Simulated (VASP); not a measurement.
Set up this calculation in VASP 6.6.1, as the native input.

* Task: single point
* Functional: r2SCAN
* Potentials or basis: VASP PAW PBE potentials, release 64 (Hf_pv, N)
* Cutoff: 520 eV
* k mesh: 4 × 4 × 6
* Occupations: gaussian, width 0.1 eV
* Spin: no spin polarisation
* Dipole correction: no
* Further INCAR settings: ALGO = Normal; EDIFF = 1e-06; NBANDS = 34

The system is Hf2N.

```
Hf N
1.0
     5.41705    0.00000    0.00000
     0.00000    5.41705    0.00000
     0.00000    0.00000    3.30044
Hf N
4 2
Direct
  0.29657 0.29657 0.00000
  0.70343 0.70343 0.00000
  0.79657 0.20343 0.50000
  0.20343 0.79657 0.50000
  0.00000 0.00000 0.00000
  0.50000 0.50000 0.50000
```

These files were run (other wordings do the same):

POSCAR

```
Hf2N
1.0
    5.4170524502      0.0000000000      0.0000000000
    0.0000000000      5.4170524502      0.0000000000
    0.0000000000      0.0000000000      3.3004444817
Hf N
4 2
Direct
    0.2965720820      0.2965720820      0.0000000000
    0.7034279180      0.7034279180      0.0000000000
    0.7965720820      0.2034279180      0.5000000000
    0.2034279180      0.7965720820      0.5000000000
    0.0000000000      0.0000000000      0.0000000000
    0.5000000000      0.5000000000      0.5000000000
```

INCAR.step1

```
SYSTEM = Hf2N
PREC = Accurate ; ENCUT = 520
ISMEAR = 0 ; SIGMA = 0.1
LREAL = .False. ; LASPH = .True.
NELM = 60 ; NBANDS = 34
GGA = PE ; ALGO = Normal
EDIFF = 1E-4 ; LWAVE = .True.
LCHARG = .False.
```

INCAR.step2

```
SYSTEM = Hf2N
PREC = Accurate ; ENCUT = 520
EDIFF = 1E-6 ; ISMEAR = 0
SIGMA = 0.1 ; LREAL = .False.
LASPH = .True. ; NELM = 60
ALGO = Normal ; ISIF = 2
LWAVE = .False. ; LCHARG = .False.
METAGGA = R2SCAN ; LMIXTAU = .True.
NBANDS = 34 ; ISTART = 1
```

KPOINTS

```
regular mesh
0
Gamma
  4 4 6
  0 0 0
```

Potentials or basis: VASP PAW PBE potentials, release 64 (Hf_pv, N).

Command:

```console
$ cat potpaw_PBE.64/Hf_pv/POTCAR potpaw_PBE.64/N/POTCAR > POTCAR
$ cp INCAR.step1 INCAR
$ mpirun -np 1 vasp_std > vasp.out
$ cp INCAR.step2 INCAR
$ mpirun -np 1 vasp_std > vasp.out
```

Results of the run:

```json
{"Pressure": "-10.5 GPa", "Largest force": "0.084 eV/Å", "Band gap on the k mesh": "zero (band 25 reaches 6.84 eV, above the bottom of band 26 at 4.25 eV)"}
```

Caveat: the PAW data sets were made with another functional, which shifts forces and pressure a little; spin-orbit coupling is left out, which moves the levels of the heavy elements.

It took 5.3 min on 1 thread of Intel(R) Xeon(R) Platinum 8375C CPU @ 2.90GHz (Ice Lake), on a shared host, peak memory 0.24 GiB.
